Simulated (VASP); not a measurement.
**Ag: single point with PBEsol**

The system is Ag.

```xyz
2
Lattice="2.8097 0.0000 0.0000 -1.4049 2.4333 0.0000 0.0000 0.0000 4.6907" Properties=species:S:1:pos:R:3 pbc="T T T"
Ag    0.0000    1.6222    1.1727
Ag    1.4049    0.8111    3.5180
```

This cell differs from its parent crystal: strain -0.0200 x Voigt [1, 1, 0, 0, 0, 0].

| Item | Value |
| --- | --- |
| Program | VASP 6.6.1 |
| Task | single point |
| Functional | PBEsol |
| Potentials or basis | VASP PAW PBE potentials, release 64 (Ag) |
| Cutoff | 520 eV |
| k mesh | 24 × 24 × 14 |
| Occupations | gaussian, width 0.15 eV |
| Spin | no spin polarisation |
| Dipole correction | no |
| Further INCAR settings | ALGO = Fast; EDIFF = 1e-06; NBANDS = 18 |

```json
{
  "Pressure": "5.0 GPa",
  "Band gap on the k mesh": "zero (bands 11 and 12 overlap by 7.79 eV)"
}
```

Stress tensor (GPa, compression positive):
```
5.79 0.00 0.00
0.00 5.79 0.00
0.00 0.00 3.35
```

Levels at points of the mesh, in eV from the Fermi level:
```tsv
k point	band 7	band 8	band 9	band 10	band 11	band 12	band 13	band 14	band 15	band 16
(0.00, 0.00, 0.00)	-4.67	-4.17	-4.17	-3.12	-3.12	-0.81	3.61	15.93	17.35	18.17
(0.50, 0.00, 0.00)	-3.95	-2.94	-2.90	-2.77	0.12	1.77	7.01	7.27	9.79	10.70
(0.00, 0.00, 0.50)	-4.86	-4.86	-3.46	-3.46	-3.46	-3.46	11.10	11.10	16.32	16.32
(0.50, 0.00, 0.50)	-3.19	-3.19	-2.82	-2.82	0.65	0.65	4.99	4.99	14.16	14.16
```

Run time: 2.9 min on 1 thread of Intel(R) Xeon(R) Platinum 8259CL CPU @ 2.50GHz (Skylake/Cascade Lake), with other jobs on the host, peak memory 0.33 GiB.

Caveat: the cell differs from its parent crystal (strain -0.0200 x Voigt [1, 1, 0, 0, 0, 0]); the cell stands under pressure; the PAW data sets were made with another functional, which shifts forces and pressure a little.
